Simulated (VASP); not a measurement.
# Al3Cu2 (P-3m1) in VASP: a series of runs

The runs below take Al3Cu2 through single point, with PBEsol.

Everything below comes from runs of VASP 6.6.1. Logs are shortened: lines on timing, memory, paths and dates and some standing lists are left out, and cuts for length are marked.

**1. The cell of the first run**

It takes space group P-3m1 (No. 164, trigonal). Conventional cell: a = 4.140 Å, b = 4.140 Å, c = 5.032 Å, α = 90.00°, β = 90.00°, γ = 120.00°. Al (site symmetry -3m) has 6 Cu at 2.52 Å and 6 Al at 2.97 Å within 3.3 Å. Within 3.3 Å of Al (site symmetry 3m) lie 5 Cu at 2.47 to 2.58 Å and 6 Al at 2.82 to 2.97 Å. Cu (site symmetry 3m) has 8 Al at 2.47 to 2.58 Å and 3 Cu at 2.87 Å within 3.3 Å.

**2. Single point, PBEsol (equal strain along all axes, cell held: +1.0 %, then relaxed in part)**

Contents of INCAR:

```
ALGO     = Fast           # electronic algorithm
EDIFF    = 1E-6           # SCF threshold, eV
ENCUT    = 520            # plane-wave cutoff, eV
GGA      = PS             # functional
ISIF     = 2              # what is computed and relaxed
ISMEAR   = 0              # smearing method
LASPH    = True           # aspherical terms in the spheres
LCHARG   = False          # write CHGCAR
LREAL    = False          # projectors in reciprocal space
LWAVE    = False          # write WAVECAR
NBANDS   = 24             # bands
NELM     = 100            # most SCF steps
PREC     = Accurate       # precision mode
SIGMA    = 0.1            # smearing width, eV
```

Contents of KPOINTS:

```
k-points
0
Gamma
  12 12 8
```

Contents of POSCAR:

```
Al3Cu2
1.0
    4.1395714574      0.0000000000      0.0000000000
   -2.0697857287      3.5849740429      0.0000000000
    0.0000000000      0.0000000000      5.0319218509
Al Cu
3 2
Direct
    0.0000000000      0.0000000000      0.0000000000
    0.3333333333      0.6666666667      0.3511828517
    0.6666666667      0.3333333333      0.6488171483
    0.3333333333      0.6666666667      0.8420932789
    0.6666666667      0.3333333333      0.1579067211
```

Potentials or basis: VASP PAW PBE potentials, release 64 (Al, Cu).

On the command line:

```
> cat potpaw_PBE.64/Al/POTCAR potpaw_PBE.64/Cu/POTCAR > POTCAR
> mpirun -np 1 vasp_std > vasp.out
```

OUTCAR:

```text
EDIFF = 1E-6
   ENCUT = 520
   GGA = PS
   ISIF = 2
   ISMEAR = 0
   LASPH = True
   LREAL = False
   NELM = 100
   PREC = Accurate

 ion  position               nearest neighbor table
   1  0.000  0.000  0.000-   4 2.52   5 2.52   5 2.52   4 2.52   5 2.52   4 2.52   2 2.97   3 2.97
                             2 2.97   3 2.97   3 2.97   2 2.97
   2  0.333  0.667  0.351-   4 2.47   4 2.56   5 2.58   5 2.58   5 2.58   3 2.82   3 2.82   3 2.82
                             1 2.97   1 2.97   1 2.97
   3  0.667  0.333  0.649-   5 2.47   5 2.56   4 2.58   4 2.58   4 2.58   2 2.82   2 2.82   2 2.82
                             1 2.97   1 2.97   1 2.97
   4  0.333  0.667  0.842-   2 2.47   1 2.52   1 2.52   1 2.52   2 2.56   3 2.58   3 2.58   3 2.58

   5  0.667  0.333  0.158-   3 2.47   1 2.52   1 2.52   1 2.52   3 2.56   2 2.58   2 2.58   2 2.58

  LATTYP: Found a hexagonal cell.
 ALAT       =     4.1395714574
 C/A-ratio  =     1.2155658871

  Lattice vectors:

 A1 = (   4.1395714574,   0.0000000000,   0.0000000000)
 A2 = (  -2.0697857287,   3.5849740429,   0.0000000000)
 A3 = (   0.0000000000,   0.0000000000,   5.0319218509)

Analysis of symmetry for initial positions (statically):
=====================================================================
 Subroutine PRICEL returns:
 Original cell was already a primitive cell.

 Routine SETGRP: Setting up the symmetry group for a
 hexagonal supercell.

 Subroutine GETGRP returns: Found 12 space group operations
 (whereof 12 operations were pure point group operations)
 out of a pool of 24 trial point group operations.

The static configuration has the point symmetry D_3d.

Analysis of symmetry for dynamics (positions and initial velocities):
=====================================================================
 Subroutine PRICEL returns:
 Original cell was already a primitive cell.

 Routine SETGRP: Setting up the symmetry group for a
 hexagonal supercell.

 Subroutine GETGRP returns: Found 12 space group operations
 (whereof 12 operations were pure point group operations)
 out of a pool of 24 trial point group operations.

The dynamic configuration has the point symmetry D_3d.

 Subroutine INISYM returns: Found 12 space group operations
 (whereof 12 operations are pure point group operations),
 and found     1 'primitive' translations

----------------------------------------------------------------------------------------

                                     Primitive cell

  volume of cell :      74.6750

  direct lattice vectors                    reciprocal lattice vectors
     4.139571457  0.000000000  0.000000000     0.241570899  0.139471024  0.000000000
    -2.069785729  3.584974043  0.000000000     0.000000000  0.278942048  0.000000000
     0.000000000  0.000000000  5.031921851     0.000000000  0.000000000  0.198731226

  length of vectors
     4.139571457  4.139571457  5.031921851     0.278942048  0.278942048  0.198731226

  position of ions in fractional coordinates (direct lattice)
     0.000000000  0.000000000  0.000000000
     0.333333333  0.666666667  0.351182852
     0.666666667  0.333333333  0.648817148
     0.333333333  0.666666667  0.842093279
     0.666666667  0.333333333  0.157906721

  ion indices of the primitive-cell ions
   primitive index   ion index
                 1           1
                 2           2
                 3           3
                 4           4
                 5           5

----------------------------------------------------------------------------------------

 KPOINTS: k-points

Automatic generation of k-mesh.
 Grid dimensions read from file:
 generate k-points for:   12   12    8

 Generating k-lattice:

  Cartesian coordinates                     Fractional coordinates (reciprocal lattice)
     0.020130908  0.011622585  0.000000000     0.083333333  0.000000000  0.000000000
     0.000000000  0.023245171  0.000000000     0.000000000  0.083333333  0.000000000
     0.000000000  0.000000000  0.024841403     0.000000000  0.000000000  0.125000000

  Length of vectors
     0.023245171  0.023245171  0.024841403

  Shift w.r.t. Gamma in fractional coordinates (k-lattice)
     0.000000000  0.000000000  0.000000000

 Subroutine IBZKPT returns following result:
 ===========================================

 Found    131 irreducible k-points:

 Following reciprocal coordinates:
            Coordinates               Weight
  0.000000  0.000000  0.000000      1.000000
  0.083333  0.000000  0.000000      6.000000
  0.166667 -0.000000  0.000000      6.000000
  0.250000 -0.000000  0.000000      6.000000
  0.333333 -0.000000  0.000000      6.000000
  0.416667 -0.000000  0.000000      6.000000
[... 16 lines left out ...]
  0.166667 -0.000000  0.125000      6.000000
  0.000000  0.166667  0.125000      6.000000
 [... further k-points ...]
   k-points           NKPTS =    131   k-points in BZ     NKDIM =    131   number of bands    NBANDS=     24
   number of dos      NEDOS =    301   number of ions     NIONS =      5
   total plane-waves  NPLWV =  40960
   dimension x,y,z NGX =    32 NGY =   32 NGZ =   40
   dimension x,y,z NGXF=    64 NGYF=   64 NGZF=   80
   ions per type =               3   2
   NGX,Y,Z   is equivalent  to a cutoff of  12.85, 12.85, 13.22 a.u.
   NGXF,Y,Z  is equivalent  to a cutoff of  25.70, 25.70, 26.43 a.u.
 SYSTEM =  unknown system
   PREC   = accura    normal or accurate (medium, high low for compatibility)
   ISTART =      0    job   : 0-new  1-cont  2-samecut
   ICHARG =      2    charge: 1-file 2-atom 10-const
   ISPIN  =      1    spin polarized calculation?
   LNONCOLLINEAR =      F non collinear calculations
   LSORBIT =      F    spin-orbit coupling
   LASPH  =      T    aspherical Exc in radial PAW
   ENCUT  =  520.0 eV  38.22 Ry    6.18 a.u.   7.70  7.70  9.36*2*pi/ulx,y,z
   NELM   =    100;   NELMIN=  2; NELMDL= -5     # of ELM steps
   EDIFF  = 0.1E-05   stopping-criterion for ELM
   LREAL  =      F    real-space projection
   EDIFFG = 0.1E-04   stopping-criterion for IOM
   NSW    =      0    number of steps for IOM
   IBRION =     -1    ionic relax: 0-MD 1-quasi-New 2-CG
   NFREE  =      0    steps in history (QN), initial steepest desc. (CG)
   ISIF   =      2    stress and relaxation
   ISYM   =      2    0-nonsym 1-usesym 2-fastsym
   POTIM  = 0.5000    time-step for ionic-motion
   TEBEG  =    0.0;   TEEND  =   0.0 temperature during run
   PSTRESS=    0.0 pullay stress
   NELECT =      31.0000    total number of electrons
   NUPDOWN=      -1.0000    fix difference up-down
   EMIN   =  10.00;   EMAX   =-10.00  energy-range for DOS
   EFERMI =   0.00;   METHOD = LEGACY
   ISMEAR =     0;   SIGMA  =   0.10  broadening in eV -4-tet -1-fermi 0-gaus
   EFERMI_NEDOS =   21; number of points for ismear=-14 and -15
   IALGO  =     68    algorithm
   IMIX   =      4    mixing-type and parameters
     AMIX     =   0.40;   BMIX     =  1.00
     AMIX_MAG =   1.60;   BMIX_MAG =  1.00
  volume/ion in A,a.u.               =      14.94       100.79
  Fermi-wavevector in a.u.,A,eV,Ry     =   1.221247  2.307823 20.292342  1.491445
  Thomas-Fermi vector in A             =   2.356436
   LORBIT       =      0    0 simple, 1 ext, 2 COOP (PROOUT), +10 PAW based schemes
   GGA     = PS    functional components
   LHFCALC =     F    Hartree Fock is set to
   AEXX    =    0.0000 exact exchange contribution
   IVDW    =     0    specifies the selected vdW correction
   LEPSILON=     F    determine dielectric tensor
   LRPA    =     F    only Hartree local field effects (RPA)
 non-spin polarized calculation
 RMM-DIIS sequential band-by-band and
 Gauss-broadening in eV      SIGMA  =   0.10
  energy-cutoff  :      520.00
  volume of cell :       74.68
 maximum number of plane-waves:      2034
 NGX is ok and might be reduce to    32
   NGX = 15   NGY = 15   NGZ = 19

 number of electron      31.0000013 magnetization

 Free energy of the ion-electron system (eV)
  ---------------------------------------------------
  ext. energy  EPLUGINS =         0.00000000
  ---------------------------------------------------
  free energy    TOTEN  =       -21.70177722 eV

  energy without entropy =      -21.69387934  energy(sigma->0) =      -21.69782828

 E-fermi :   7.9581     XC(G=0): -10.9369

 val. band max:        7.9387940693   @ k =   0.1667   0.1667   0.2500
 cond. band min:       7.9591841812   @ k =   0.3333   0.0833   0.0000
 fundamental gap:      0.0203901119
 Fermi energy:         7.9580716574

 k-point     1 :       0.0000    0.0000    0.0000
  band No.  band energies     occupation
      1      -3.0817      2.00000
      2       1.6905      2.00000
      3       2.1846      2.00000
      4       2.7512      2.00000
      5       2.7512      2.00000
      6       3.1019      2.00000
[... 16 lines left out ...]
     23      13.6923      0.00000
     24      13.6924      0.00000

 k-point     2 :       0.0833    0.0000    0.0000
  band No.  band energies     occupation
      1      -3.0010      2.00000
      2       1.7312      2.00000
      3       2.1802      2.00000
      4       2.7684      2.00000
      5       2.7757      2.00000
      6       3.0852      2.00000
[... 16 lines left out ...]
     23      13.4099      0.00000
     24      13.4516      0.00000

 k-point     3 :       0.1667   -0.0000    0.0000
  band No.  band energies     occupation
      1      -2.7599      2.00000
      2       1.8369      2.00000
      3       2.1461      2.00000
      4       2.8087      2.00000
      5       2.8467      2.00000
      6       3.0396      2.00000
[... 16 lines left out ...]
     23      13.0809      0.00000
     24      13.3642      0.00000
[... 514 lines left out ...]
 k-point    23 :       0.1667   -0.0000    0.1250
  band No.  band energies     occupation
      1      -2.6731      2.00000
      2       1.3368      2.00000
      3       2.3224      2.00000
      4       2.7433      2.00000
      5       2.8330      2.00000
      6       3.0803      2.00000
[... 16 lines left out ...]
     23      13.3174      0.00000
     24      14.0208      0.00000

 k-point    24 :       0.0000    0.1667    0.1250
  band No.  band energies     occupation
      1      -2.6727      2.00000
      2       1.3265      2.00000
      3       2.3005      2.00000
      4       2.7990      2.00000
      5       2.8324      2.00000
      6       3.0340      2.00000
[... 16 lines left out ...]
     23      13.3517      0.00000
     24      13.7770      0.00000

 [... further k-points ...]
[... 5 lines left out ...]
  --------------------------------------------------------------------------------------
  -------------------------------------------------------------------------------------
  Total       -1.1784624     -1.1784624     -1.2408962      0.0000000      0.0000000      0.0000000
  in kB      -25.2843057    -25.2843057    -26.6238425      0.0000000      0.0000000      0.0000000
  external PRESSURE =     -25.7308180 kB  Pullay stress =       0.0000000 kB

 VOLUME and BASIS-vectors are now :
 -----------------------------------------------------------------------------
  energy-cutoff  :      520.00
  volume of cell :       74.68
      direct lattice vectors                 reciprocal lattice vectors
     4.139571457  0.000000000  0.000000000     0.241570899  0.139471024  0.000000000
    -2.069785729  3.584974043  0.000000000     0.000000000  0.278942048  0.000000000
     0.000000000  0.000000000  5.031921851     0.000000000  0.000000000  0.198731226

 POSITION                                       TOTAL-FORCE (eV/Angst)
 -----------------------------------------------------------------------------------
      0.00000      0.00000      0.00000        -0.000000      0.000000     -0.000000
     -0.00000      2.38998      1.76712        -0.000000      0.000000     -0.000849
      2.06979      1.19499      3.26480        -0.000000     -0.000000      0.000849
     -0.00000      2.38998      4.23735        -0.000000     -0.000000     -0.003393
      2.06979      1.19499      0.79457         0.000000      0.000000      0.003393
 -----------------------------------------------------------------------------------
    total drift:                                0.000000     -0.000000      0.000000

  FREE ENERGIE OF THE ION-ELECTRON SYSTEM (eV)
  ---------------------------------------------------
  free  energy   TOTEN  =       -21.7017772179 eV

  energy  without entropy=      -21.6938793390  energy(sigma->0) =      -21.69782828
```

It took 2.4 min on 1 thread of AMD EPYC 9R45 (Zen 5), shared host; peak memory 0.3 GiB.

What came out:

```yaml
Free_energy: -21.7018 eV
Pressure: -2.6 GPa
Largest_force: 0.003 eV/Å
Band_gap_on_the_k_mesh: zero (an odd number of electrons rules out a gap without spin polarisation)
```

Forces in eV/Å, atoms in the order of the input:
```
Al   0.000  0.000  0.000
Al   0.000  0.000 -0.001
Al   0.000  0.000  0.001
Cu   0.000  0.000 -0.003
Cu   0.000  0.000  0.003
```

Stress tensor (GPa, compression positive):
```
-2.53  0.00  0.00
 0.00 -2.53  0.00
 0.00  0.00 -2.66
```

Levels at points of the mesh, in eV from the Fermi level:
| k point | band 13 | band 14 | band 15 | band 16 | band 17 | band 18 |
| --- | --- | --- | --- | --- | --- | --- |
| (0.00, 0.00, 0.00) | -3.54 | -0.16 | -0.16 | 1.32 | 1.32 | 2.35 |
| (0.50, 0.00, 0.00) | -2.96 | -2.88 | -2.50 | -0.74 | -0.16 | 0.39 |
| (0.00, 0.00, 0.50) | 1.20 | 1.20 | 1.35 | 1.35 | 1.83 | 2.35 |
| (0.50, 0.00, 0.50) | -4.01 | -3.43 | -1.70 | -0.15 | 0.73 | 0.87 |

Caveat: the cell differs from its parent crystal (equal strain along all axes, cell held: +1.0 %, then relaxed in part); the PAW data sets were made with another functional, which shifts forces and pressure a little.

**3. Single point, PBEsol (equal strain along all axes, cell held: +2.0 %, then relaxed in part)**

Contents of INCAR:

```
  ALGO = Fast
  EDIFF = 1E-6
  ENCUT = 520
  GGA = PS
  ISIF = 2
  ISMEAR = 0
  LASPH = True
  LCHARG = False
  LREAL = False
  LWAVE = False
  NBANDS = 24
  NELM = 80
  PREC = Accurate
  SIGMA = 0.1
```

KPOINTS is that of step 2.

Contents of POSCAR:

```
Al3Cu2
1.0
    4.1805573135      0.0000000000      0.0000000000
   -2.0902786567      3.6204688354      0.0000000000
    0.0000000000      0.0000000000      5.0817428593
Al Cu
3 2
Direct
    0.0000000000      0.0000000000      0.0000000000
    0.3333333333      0.6666666667      0.3507658058
    0.6666666667      0.3333333333      0.6492341942
    0.3333333333      0.6666666667      0.8418295045
    0.6666666667      0.3333333333      0.1581704955
```

Potentials or basis: VASP PAW PBE potentials, release 64 (Al, Cu).

On the command line:

```
> cat potpaw_PBE.64/Al/POTCAR potpaw_PBE.64/Cu/POTCAR > POTCAR
> mpirun -np 1 vasp_std > vasp.out
```

It took 2.3 min on 1 thread of AMD EPYC 9R45 (Zen 5), shared host; peak memory 0.31 GiB.

It converged, with:

```
Free energy            : -21.6437 eV
Pressure               : -5.7 GPa
Largest force          : 0.003 eV/Å
Band gap on the k mesh : zero (an odd number of electrons rules out a gap without spin polarisation)
```

Forces in eV/Å, atoms in the order of the input:
```
Al   0.000  0.000  0.000
Al   0.000  0.000 -0.001
Al   0.000  0.000  0.001
Cu   0.000  0.000 -0.003
Cu   0.000  0.000  0.003
```

Stress tensor (GPa, compression positive):
```
-5.59  0.00  0.00
 0.00 -5.59  0.00
 0.00  0.00 -5.76
```

Levels at points of the mesh, in eV from the Fermi level:
| k point | band 12 | band 13 | band 14 | band 15 | band 16 | band 17 | band 18 | band 19 |
| --- | --- | --- | --- | --- | --- | --- | --- | --- |
| (0.00, 0.00, 0.00) | -3.47 | -3.44 | -0.12 | -0.12 | 1.32 | 1.32 | 2.22 | 2.65 |
| (0.50, 0.00, 0.00) | -3.86 | -2.85 | -2.78 | -2.43 | -0.74 | -0.23 | 0.42 | 3.00 |
| (0.00, 0.00, 0.50) | -3.93 | 1.20 | 1.20 | 1.39 | 1.39 | 1.86 | 2.30 | 2.30 |
| (0.50, 0.00, 0.50) | -3.96 | -3.89 | -3.34 | -1.62 | -0.12 | 0.73 | 0.81 | 4.98 |

Caveat: the cell differs from its parent crystal (equal strain along all axes, cell held: +2.0 %, then relaxed in part); the cell stands under tension; the PAW data sets were made with another functional, which shifts forces and pressure a little.
